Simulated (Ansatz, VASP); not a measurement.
# Ru in VASP and in Ansatz

The input INCAR:

```
ALGO = Fast
EDIFF = 1E-7
ENCUT = 520
GGA = PE
ISIF = 2
ISMEAR = -1
LASPH = T
LCHARG = F
LREAL = F
LWAVE = F
NBANDS = 21
NELM = 80
PREC = Accurate
SIGMA = 0.05
```

Contents of KPOINTS:

```
k-points
0
Gamma
  9 9 5
```

Contents of POSCAR:

```
Ru
1.0
    2.7058000000      0.0000000000      0.0000000000
   -1.3529000000      2.3432915376      0.0000000000
    0.0000000000      0.0000000000      4.2390810000
Ru
2
Direct
    0.6666666667      0.3333333333      0.7500000000
    0.3333333333      0.6666666667      0.2500000000
```

Contents of input.yaml:

```yaml
crystal:
  lattice:
    - [2.7058, 0.0, 0.0]
    - [-1.3529, 2.3432915376, 0.0]
    - [0.0, 0.0, 4.239081]
  atoms:
    - { symbol: Ru, position: [0.6666666667, 0.3333333333, 0.75] }
    - { symbol: Ru, position: [0.3333333333, 0.6666666667, 0.25] }
hamiltonian:
  xc: pbe
  pseudopotentials: { kind: paw }
kpoints:
  mp_grid: { grid: [9, 9, 5] }
  band_path:
    path:
      - [[0.0, 0.0, 0.0], [0.5, 0.0, 0.0], [0.3333333333, 0.3333333333, 0.0], [0.0, 0.0, 0.0], [0.0, 0.0, 0.5], [0.5, 0.0, 0.5], [0.3333333333, 0.3333333333, 0.5], [0.0, 0.0, 0.5]]
      - [[0.5, 0.0, 0.5], [0.5, 0.0, 0.0]]
      - [[0.3333333333, 0.3333333333, 0.0], [0.3333333333, 0.3333333333, 0.5]]
    npoints: 14
scf:
  occupations: { method: fermi_dirac, width: 0.05 }
  n_extra_bands: 6
output:
  forces: true
  stress: true
  eigenvalues: true
  fatbands: false
  write_density: true
  write_potential: true
  elf: true
  volumetric_format: npy
```

Alike in both runs: functional PBE; k mesh 9 × 9 × 5; occupations fermi-dirac, width 0.05 eV; no spin polarisation.

|  | VASP | Ansatz |
| --- | --- | --- |
| version | VASP 6.6.1 | Ansatz 0.2.0 |
| potentials or method | VASP PAW PBE potentials, release 64 (Ru_pv) | Ansatz PAW |
| plane-wave cutoff (eV) | 520 | 420 |
| valence electrons in the cell | 28 | 32 |
| task | single point | band structure |

|  | VASP | Ansatz | Ansatz less VASP |
| --- | --- | --- | --- |
| gap on the k mesh at the Fermi level (eV) | none | none | - |
| pressure (GPa) | 7.9 | 7.9 | +0.09 |
| traceless stress, the component that is largest in VASP (GPa) | 3.43 | 3.42 | -0.003 |

A gap of «none» marks a metal or a gap that the smearing closes. VASP's potentials hold 28 valence electrons a cell and Ansatz's 32, so a difference there can come from the potentials and not from the codes.
